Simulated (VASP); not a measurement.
A run of VASP 6.6.1:

Contents of INCAR:

```
SYSTEM = C
ALGO     = Normal         ! electronic algorithm
EDIFF    = 1E-6           ! SCF threshold, eV
ENCUT    = 520            ! plane-wave cutoff, eV
GGA      = PE             ! functional
ISIF     = 2              ! what is computed and relaxed
ISMEAR   = -1             ! smearing method
LASPH    = .TRUE.         ! aspherical terms in the spheres
LCHARG   = .FALSE.        ! write CHGCAR
LREAL    = .FALSE.        ! projectors in reciprocal space
LWAVE    = .FALSE.        ! write WAVECAR
NBANDS   = 21             ! bands
NELM     = 80             ! most SCF steps
PREC     = Accurate       ! precision mode
SIGMA    = 0.02           ! smearing width, eV
```

The input KPOINTS:

```
k-points
0
G
  12 8 1
  0 0 0
```

The input POSCAR:

```
C
1.0
    2.5255274271      0.0000000000      0.0000000000
    0.0000000000      3.5716351395      0.0000000000
    0.0000000000      0.0000000000     18.5255000000
C
6
Direct
    0.7500000000      0.0971674604      0.4383265556
    0.2500000000      0.9028325396      0.4383265556
    0.2500000000      0.6103415899      0.5000000220
    0.7500000000      0.3896584101      0.5000000220
    0.7500000000      0.0971674345      0.5616734224
    0.2500000000      0.9028325655      0.5616734224
```

Potentials or basis: VASP PAW PBE potentials, release 64 (C).

Run with:

```sh
$ cat potpaw_PBE.64/C/POTCAR > POTCAR
$ mpirun -np 1 vasp_std > vasp.out
```

Hardware: 1 thread of Intel Xeon 8259CL (shared host).

Problem. How long does it take, and how much memory?

Solution. It took 8.4 min on 1 thread of Intel Xeon 8259CL (shared host), peak memory 0.29 GiB. Counts: scf iterations 21, k points 35.
